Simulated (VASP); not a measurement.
# C in VASP: a series of runs

C is run at these levels: PBE+D3(BJ); tasks: single point.

Program: VASP 6.6.1. These are calculated values, not measurements. Logs are shortened: lines on timing, memory, paths and dates and some standing lists are left out, and cuts for length are marked.

### Step 1. The cell of the first run

The cell holds a slab with vacuum, 2 atoms: a = 2.466 Å, b = 2.466 Å, c = 20.054 Å, α = 90.00°, β = 90.00°, γ = 120.00°.

### Step 2. Single point, PBE+D3(BJ)

Contents of INCAR:

```
SYSTEM = C
PREC     = Accurate       ! precision mode
ENCUT    = 520            ! plane-wave cutoff, eV
EDIFF    = 1E-6           ! SCF threshold, eV
ISMEAR   = 0              ! smearing method
SIGMA    = 0.05           ! smearing width, eV
LREAL    = .False.        ! projectors in reciprocal space
LASPH    = .True.         ! aspherical terms in the spheres
NELM     = 80             ! most SCF steps
ALGO     = Normal         ! electronic algorithm
ISIF     = 2              ! what is computed and relaxed
LWAVE    = .False.        ! write WAVECAR
LCHARG   = .False.        ! write CHGCAR
LDIPOL   = .True.       
IDIPOL   = 3            
DIPOL    = 0.5 0.5 0.500
GGA      = PE             ! functional
IVDW     = 12             ! dispersion correction
NBANDS   = 11             ! bands
```

Contents of KPOINTS:

```
regular mesh
0
Gamma
  15 15 1
  0 0 0
```

Contents of POSCAR:

```
C
1.0
    2.4656726622      0.0000000029      0.0000000000
   -1.2328363336      2.1353351614      0.0000000000
    0.0000000000      0.0000000000     20.0535522518
C
2
Direct
    0.6666666667      0.3333333333      0.5000010395
    0.3333333333      0.6666666667      0.4999989605
```

Potentials or basis: VASP PAW PBE potentials, release 64 (C).

On the command line:

```bash
> cat potpaw_PBE.64/C/POTCAR > POTCAR
> mpirun -np 1 vasp_std > vasp.out
```

OUTCAR:

```text
SYSTEM = C
   PREC = Accurate
   ENCUT = 520
   EDIFF = 1E-6
   ISMEAR = 0
   LREAL = .False.
   LASPH = .True.
   NELM = 80
   ISIF = 2
   GGA = PE
   IVDW = 12
 IVDW          = 12

 ion  position               nearest neighbor table
   1  0.667  0.333  0.500-   2 1.42   2 1.42   2 1.42
   2  0.333  0.667  0.500-   1 1.42   1 1.42   1 1.42

  LATTYP: Found a hexagonal cell.
 ALAT       =     2.4656726622
 C/A-ratio  =     8.1330959130

  Lattice vectors:

 A1 = (   2.4656726622,   0.0000000029,   0.0000000000)
 A2 = (  -1.2328363336,   2.1353351614,   0.0000000000)
 A3 = (   0.0000000000,   0.0000000000,  20.0535522518)

Analysis of symmetry for initial positions (statically):
=====================================================================
 Subroutine PRICEL returns:
 Original cell was already a primitive cell.

 Routine SETGRP: Setting up the symmetry group for a
 hexagonal supercell.

 Subroutine GETGRP returns: Found 24 space group operations
 (whereof 24 operations were pure point group operations)
 out of a pool of 24 trial point group operations.

The static configuration has the point symmetry D_6h.

Analysis of symmetry for dynamics (positions and initial velocities):
=====================================================================
 Subroutine PRICEL returns:
 Original cell was already a primitive cell.

 Routine SETGRP: Setting up the symmetry group for a
 hexagonal supercell.

 Subroutine GETGRP returns: Found 24 space group operations
 (whereof 24 operations were pure point group operations)
 out of a pool of 24 trial point group operations.

The dynamic configuration has the point symmetry D_6h.

 Subroutine INISYM returns: Found 24 space group operations
 (whereof 24 operations are pure point group operations),
 and found     1 'primitive' translations

----------------------------------------------------------------------------------------

                                     Primitive cell

  volume of cell :     105.5827

  direct lattice vectors                    reciprocal lattice vectors
     2.465672662  0.000000003  0.000000000     0.405568839  0.234155279  0.000000000
    -1.232836334  2.135335161  0.000000000    -0.000000001  0.468310557  0.000000000
     0.000000000  0.000000000 20.053552252     0.000000000  0.000000000  0.049866477

  length of vectors
     2.465672662  2.465672662 20.053552252     0.468310557  0.468310557  0.049866477

  position of ions in fractional coordinates (direct lattice)
     0.666666667  0.333333333  0.500001039
     0.333333333  0.666666667  0.499998961

  ion indices of the primitive-cell ions
   primitive index   ion index
                 1           1
                 2           2

----------------------------------------------------------------------------------------

 KPOINTS: regular mesh

Automatic generation of k-mesh.
 Grid dimensions read from file:
 generate k-points for:   15   15    1

 Generating k-lattice:

  Cartesian coordinates                     Fractional coordinates (reciprocal lattice)
     0.027037923  0.015610352  0.000000000     0.066666667  0.000000000  0.000000000
    -0.000000000  0.031220704  0.000000000     0.000000000  0.066666667  0.000000000
     0.000000000  0.000000000  0.049866477     0.000000000  0.000000000  1.000000000

  Length of vectors
     0.031220704  0.031220704  0.049866477

  Shift w.r.t. Gamma in fractional coordinates (k-lattice)
     0.000000000  0.000000000  0.000000000

 Subroutine IBZKPT returns following result:
 ===========================================

 Found     27 irreducible k-points:

 Following reciprocal coordinates:
            Coordinates               Weight
  0.000000  0.000000  0.000000      1.000000
  0.066667  0.000000  0.000000      6.000000
  0.133333  0.000000  0.000000      6.000000
  0.200000  0.000000  0.000000      6.000000
  0.266667  0.000000  0.000000      6.000000
  0.333333  0.000000  0.000000      6.000000
[... 16 lines left out ...]
  0.333333  0.200000  0.000000     12.000000
  0.400000  0.200000  0.000000      6.000000
 [... further k-points ...]
   k-points           NKPTS =     27   k-points in BZ     NKDIM =     27   number of bands    NBANDS=     11
   number of dos      NEDOS =    301   number of ions     NIONS =      2
   total plane-waves  NPLWV =  48600
   dimension x,y,z NGX =    18 NGY =   18 NGZ =  150
   dimension x,y,z NGXF=    36 NGYF=   36 NGZF=  300
   ions per type =               2
   NGX,Y,Z   is equivalent  to a cutoff of  12.14, 12.14, 12.44 a.u.
   NGXF,Y,Z  is equivalent  to a cutoff of  24.27, 24.27, 24.87 a.u.
 SYSTEM =  C
   PREC   = accura    normal or accurate (medium, high low for compatibility)
   ISTART =      0    job   : 0-new  1-cont  2-samecut
   ICHARG =      2    charge: 1-file 2-atom 10-const
   ISPIN  =      1    spin polarized calculation?
   LNONCOLLINEAR =      F non collinear calculations
   LSORBIT =      F    spin-orbit coupling
   LASPH  =      T    aspherical Exc in radial PAW
   ENCUT  =  520.0 eV  38.22 Ry    6.18 a.u.   4.58  4.58 37.29*2*pi/ulx,y,z
   NELM   =     80;   NELMIN=  2; NELMDL= -5     # of ELM steps
   EDIFF  = 0.1E-05   stopping-criterion for ELM
   LREAL  =      F    real-space projection
   EDIFFG = 0.1E-04   stopping-criterion for IOM
   NSW    =      0    number of steps for IOM
   IBRION =     -1    ionic relax: 0-MD 1-quasi-New 2-CG
   NFREE  =      0    steps in history (QN), initial steepest desc. (CG)
   ISIF   =      2    stress and relaxation
   ISYM   =      2    0-nonsym 1-usesym 2-fastsym
   POTIM  = 0.5000    time-step for ionic-motion
   TEBEG  =    0.0;   TEEND  =   0.0 temperature during run
   PSTRESS=    0.0 pullay stress
   NELECT =       8.0000    total number of electrons
   NUPDOWN=      -1.0000    fix difference up-down
   EMIN   =  10.00;   EMAX   =-10.00  energy-range for DOS
   EFERMI =   0.00;   METHOD = LEGACY
   ISMEAR =     0;   SIGMA  =   0.05  broadening in eV -4-tet -1-fermi 0-gaus
   EFERMI_NEDOS =   21; number of points for ismear=-14 and -15
   IALGO  =     38    algorithm
   IMIX   =      4    mixing-type and parameters
     AMIX     =   0.40;   BMIX     =  1.00
     AMIX_MAG =   1.60;   BMIX_MAG =  1.00
  volume/ion in A,a.u.               =      52.79       356.25
  Fermi-wavevector in a.u.,A,eV,Ry     =   0.692746  1.309100  6.529391  0.479897
  Thomas-Fermi vector in A             =   1.774765
   LORBIT       =      0    0 simple, 1 ext, 2 COOP (PROOUT), +10 PAW based schemes
   GGA     = PE    functional components
   LHFCALC =     F    Hartree Fock is set to
   AEXX    =    0.0000 exact exchange contribution
   IVDW    =    12    specifies the selected vdW correction
   LEPSILON=     F    determine dielectric tensor
   LRPA    =     F    only Hartree local field effects (RPA)
 non-spin polarized calculation
 Gauss-broadening in eV      SIGMA  =   0.05
  energy-cutoff  :      520.00
  volume of cell :      105.58
 maximum number of plane-waves:      2886
   NGX =  9   NGY =  9   NGZ = 75

 number of electron       7.9999997 magnetization

 dipolmoment           0.000000      0.000000     -0.000000 electrons x Angstroem

 Free energy of the ion-electron system (eV)
  ---------------------------------------------------
  ext. energy  EPLUGINS =         0.00000000
  ---------------------------------------------------
  free energy    TOTEN  =       -18.44847945 eV

  energy without entropy =      -18.44797795  energy(sigma->0) =      -18.44822870

 E-fermi :  -2.7454     XC(G=0):  -2.1623

 val. band max:       -2.7453888238   @ k =   0.3333   0.3333   0.0000
 cond. band min:      -2.7453888192   @ k =   0.3333   0.3333   0.0000
 fundamental gap:      0.0000000046
 Fermi energy:        -2.7453888217

 k-point     1 :       0.0000    0.0000    0.0000
  band No.  band energies     occupation
      1     -22.2710      2.00000
      2     -10.3652      2.00000
      3      -5.7914      2.00000
      4      -5.7914      2.00000
      5       0.5147      0.00000
      6       1.3102      0.00000
      7       1.6564      0.00000
      8       2.5783      0.00000
      9       3.0106      0.00000
     10       4.6866      0.00000
     11       5.3000      0.00000

 k-point     2 :       0.0667    0.0000    0.0000
  band No.  band energies     occupation
      1     -22.1660      2.00000
      2     -10.2397      2.00000
      3      -6.2157      2.00000
      4      -6.0135      2.00000
      5       0.6572      0.00000
      6       1.4546      0.00000
      7       1.8025      0.00000
      8       2.7231      0.00000
      9       3.1551      0.00000
     10       4.8301      0.00000
     11       5.4266      0.00000

 k-point     3 :       0.1333    0.0000    0.0000
  band No.  band energies     occupation
      1     -21.8516      2.00000
      2      -9.8655      2.00000
      3      -7.3432      2.00000
      4      -6.5762      2.00000
      5       1.0849      0.00000
      6       1.8874      0.00000
      7       2.2411      0.00000
      8       3.1572      0.00000
      9       3.5885      0.00000
     10       5.2594      0.00000
     11       5.5959      0.00000
[... 267 lines left out ...]
 k-point    23 :       0.3333    0.2000    0.0000
  band No.  band energies     occupation
      1     -17.3475      2.00000
      2     -14.3962      2.00000
      3     -11.4603      2.00000
      4      -4.8954      2.00000
      5      -0.7098      0.00000
      6       7.4078      0.00000
      7       7.9448      0.00000
      8       8.1470      0.00000
      9       8.8161      0.00000
     10       9.2783      0.00000
     11      10.0683      0.00000

 k-point    24 :       0.4000    0.2000    0.0000
  band No.  band energies     occupation
      1     -16.4210      2.00000
      2     -15.4319      2.00000
      3     -11.5930      2.00000
      4      -4.2471      2.00000
      5      -1.4467      0.00000
      6       8.0654      0.00000
      7       8.5802      0.00000
      8       9.1585      0.00000
      9       9.3867      0.00000
     10      10.3921      0.00000
     11      10.8416      0.00000

 [... further k-points ...]

------------------------ aborting loop because EDIFF is reached ----------------------------------------

 vacuum level on the upper side and lower side of the slab       (xc-potential included)        -0.126        -0.126

 Edisp (eV)   -0.17723

 E8    (eV) :    -0.0555

  FORCE on cell =-STRESS in cart. coord.  units (eV):
  Direction    XX          YY          ZZ          XY          YZ          ZX
  --------------------------------------------------------------------------------------
  -------------------------------------------------------------------------------------
  Total       0.08294     0.08294    -0.01128     0.00000    -0.00000     0.00000
  in kB       1.25864     1.25864    -0.17114     0.00000    -0.00000     0.00000
  external pressure =        0.78 kB  Pullay stress =        0.00 kB

 VOLUME and BASIS-vectors are now :
 -----------------------------------------------------------------------------
  energy-cutoff  :      520.00
  volume of cell :      105.58
      direct lattice vectors                 reciprocal lattice vectors
     2.465672662  0.000000003  0.000000000     0.405568839  0.234155279  0.000000000
    -1.232836334  2.135335161  0.000000000    -0.000000001  0.468310557  0.000000000
     0.000000000  0.000000000 20.053552252     0.000000000  0.000000000  0.049866477

 POSITION                                       TOTAL-FORCE (eV/Angst)
 -----------------------------------------------------------------------------------
      1.23284      0.71178     10.02680         0.000000      0.000000      0.000000
     -0.00000      1.42356     10.02676        -0.000000     -0.000000     -0.000000
 -----------------------------------------------------------------------------------
    total drift:                               -0.000000      0.000000      0.000000

  FREE ENERGIE OF THE ION-ELECTRON SYSTEM (eV)
  ---------------------------------------------------
  free  energy   TOTEN  =       -18.6257100266 eV

  energy  without entropy=      -18.6252085247  energy(sigma->0) =      -18.62545928

 vacuum level on the upper side and lower side of the slab         1.421         1.421
```

Wall time 77 s (1 thread of Intel Xeon 8259CL, shared host); peak memory 0.21 GiB.

What came out:

* Free energy: -18.6257 eV
* Band gap on the k mesh: zero (filled and empty bands touch)
* Dispersion energy per atom: -0.089 eV

### Step 3. Single point, PBE+D3(BJ)

This run uses another cell than the first one, of 52.38 Å³/atom, 0.992 times its volume.

Contents of INCAR:

```
SYSTEM = C
ALGO     = Normal         ! electronic algorithm
DIPOL    = 0.5 0.5 0.500
EDIFF    = 1E-6           ! SCF threshold, eV
ENCUT    = 520            ! plane-wave cutoff, eV
GGA      = PE             ! functional
IDIPOL   = 3            
ISIF     = 2              ! what is computed and relaxed
ISMEAR   = 0              ! smearing method
IVDW     = 12             ! dispersion correction
LASPH    = .TRUE.         ! aspherical terms in the spheres
LCHARG   = .FALSE.        ! write CHGCAR
LDIPOL   = .TRUE.       
LREAL    = .FALSE.        ! projectors in reciprocal space
LWAVE    = .FALSE.        ! write WAVECAR
NBANDS   = 11             ! bands
NELM     = 60             ! most SCF steps
PREC     = Accurate       ! precision mode
SIGMA    = 0.05           ! smearing width, eV
```

Contents of KPOINTS:

```
k-points
0
G
  15 15 1
  0 0 0
```

Contents of POSCAR:

```
C
1.0
    2.4560526900      0.0000000000      0.0000000000
   -1.2280263500      2.1270040300      0.0000000000
    0.0000000000      0.0000000000     20.0535522518
C
2
Direct
    0.6666666700      0.3333333300      0.4986647689
    0.3333333300      0.6666666700      0.5013352311
```

Potentials or basis: VASP PAW PBE potentials, release 64 (C).

On the command line:

```bash
> cat potpaw_PBE.64/C/POTCAR > POTCAR
> mpirun -np 1 vasp_std > vasp.out
```

OUTCAR:

```text
SYSTEM = C
   EDIFF = 1E-6
   ENCUT = 520
   GGA = PE
   ISIF = 2
   ISMEAR = 0
   IVDW = 12
   LASPH = .TRUE.
   LREAL = .FALSE.
   NELM = 60
   PREC = Accurate
 IVDW          = 12

 ion  position               nearest neighbor table
   1  0.667  0.333  0.499-   2 1.42   2 1.42   2 1.42
   2  0.333  0.667  0.501-   1 1.42   1 1.42   1 1.42

  LATTYP: Found a hexagonal cell.
 ALAT       =     2.4560526900
 C/A-ratio  =     8.1649519709

  Lattice vectors:

 A1 = (   2.4560526900,   0.0000000000,   0.0000000000)
 A2 = (  -1.2280263500,   2.1270040300,   0.0000000000)
 A3 = (   0.0000000000,   0.0000000000,  20.0535522518)

Analysis of symmetry for initial positions (statically):
=====================================================================
 Subroutine PRICEL returns:
 Original cell was already a primitive cell.

 Routine SETGRP: Setting up the symmetry group for a
 hexagonal supercell.

 Subroutine GETGRP returns: Found 12 space group operations
 (whereof 12 operations were pure point group operations)
 out of a pool of 24 trial point group operations.

The static configuration has the point symmetry D_3d.

Analysis of symmetry for dynamics (positions and initial velocities):
=====================================================================
 Subroutine PRICEL returns:
 Original cell was already a primitive cell.

 Routine SETGRP: Setting up the symmetry group for a
 hexagonal supercell.

 Subroutine GETGRP returns: Found 12 space group operations
 (whereof 12 operations were pure point group operations)
 out of a pool of 24 trial point group operations.

The dynamic configuration has the point symmetry D_3d.

 Subroutine INISYM returns: Found 12 space group operations
 (whereof 12 operations are pure point group operations),
 and found     1 'primitive' translations

----------------------------------------------------------------------------------------

                                     Primitive cell

  volume of cell :     104.7604

[... 127 lines left out ...]

 number of electron       7.9999998 magnetization

 dipolmoment           0.000000      0.000000     -0.000000 electrons x Angstroem

 Free energy of the ion-electron system (eV)
  ---------------------------------------------------
  ext. energy  EPLUGINS =         0.00000000
  ---------------------------------------------------
  free energy    TOTEN  =       -18.42130729 eV

  energy without entropy =      -18.42080579  energy(sigma->0) =      -18.42105654

 E-fermi :  -2.7135     XC(G=0):  -2.1655

 val. band max:       -2.7134738220   @ k =   0.3333   0.3333   0.0000
 cond. band min:      -2.7134733058   @ k =   0.3333   0.3333   0.0000
 fundamental gap:      0.0000005161
 Fermi energy:        -2.7134735637

 k-point     1 :       0.0000    0.0000    0.0000
  band No.  band energies     occupation
      1     -22.3193      2.00000
      2     -10.3993      2.00000
      3      -5.7228      2.00000
      4      -5.7228      2.00000
      5       0.5029      0.00000
      6       1.3168      0.00000
      7       1.6641      0.00000
      8       2.5848      0.00000
      9       3.0108      0.00000
     10       4.6954      0.00000
     11       5.2824      0.00000
[... 309 lines left out ...]
 k-point    24 :       0.4000    0.2000    0.0000
  band No.  band energies     occupation
      1     -16.4116      2.00000
      2     -15.4431      2.00000
      3     -11.5848      2.00000
      4      -4.2241      2.00000
      5      -1.4144      0.00000
      6       8.2500      0.00000
      7       8.6101      0.00000
      8       9.2612      0.00000
      9       9.4610      0.00000
     10      10.4706      0.00000
     11      10.9250      0.00000

 [... further k-points ...]

------------------------ aborting loop because EDIFF is reached ----------------------------------------

 vacuum level on the upper side and lower side of the slab       (xc-potential included)        -0.119        -0.119

 Edisp (eV)   -0.17749

 E8    (eV) :    -0.0555

  FORCE on cell =-STRESS in cart. coord.  units (eV):
  Direction    XX          YY          ZZ          XY          YZ          ZX
  --------------------------------------------------------------------------------------
  -------------------------------------------------------------------------------------
  Total       0.63574     0.63574    -0.05947    -0.00000    -0.00000     0.00000
  in kB       9.72288     9.72288    -0.90958    -0.00000    -0.00000     0.00000
  external pressure =        6.18 kB  Pullay stress =        0.00 kB

 VOLUME and BASIS-vectors are now :
 -----------------------------------------------------------------------------
  energy-cutoff  :      520.00
  volume of cell :      104.76
      direct lattice vectors                 reciprocal lattice vectors
     2.456052690  0.000000000  0.000000000     0.407157389  0.235072428  0.000000000
    -1.228026350  2.127004030  0.000000000     0.000000000  0.470144854  0.000000000
     0.000000000  0.000000000 20.053552252     0.000000000  0.000000000  0.049866477

 POSITION                                       TOTAL-FORCE (eV/Angst)
 -----------------------------------------------------------------------------------
      1.22803      0.70900     10.00000        -0.000000      0.000000      0.896169
     -0.00000      1.41800     10.05355         0.000000      0.000000     -0.896169
 -----------------------------------------------------------------------------------
    total drift:                               -0.000000      0.000000     -0.000000

  FREE ENERGIE OF THE ION-ELECTRON SYSTEM (eV)
  ---------------------------------------------------
  free  energy   TOTEN  =       -18.5987933187 eV

  energy  without entropy=      -18.5982918169  energy(sigma->0) =      -18.59854257

 vacuum level on the upper side and lower side of the slab         1.417         1.417
```

stdout:

```text
POSCAR found type information on POSCAR C
 POSCAR found :  1 types and       2 ions
 scaLAPACK will be used
 LDA part: xc-table for (Slater+PW92), standard interpolation
 POSCAR, INCAR and KPOINTS ok, starting setup
 FFT: planning ... GRIDC
 FFT: planning ... GRID_SOFT
 FFT: planning ... GRID
 WAVECAR not read
 entering main loop
```

Run time: 70 s. Hardware: 1 thread of Intel Xeon 8259CL, shared host; peak memory 0.2 GiB.

Results:

| Item | Value |
| --- | --- |
| Free energy | -18.5988 eV |
| Largest force | 0.896 eV/Å |
| Band gap on the k mesh | zero (filled and empty bands touch) |
| Dispersion energy per atom | -0.089 eV |

Forces on the atoms (eV/Å):
```
C    0.000  0.000  0.896
C    0.000  0.000 -0.896
```
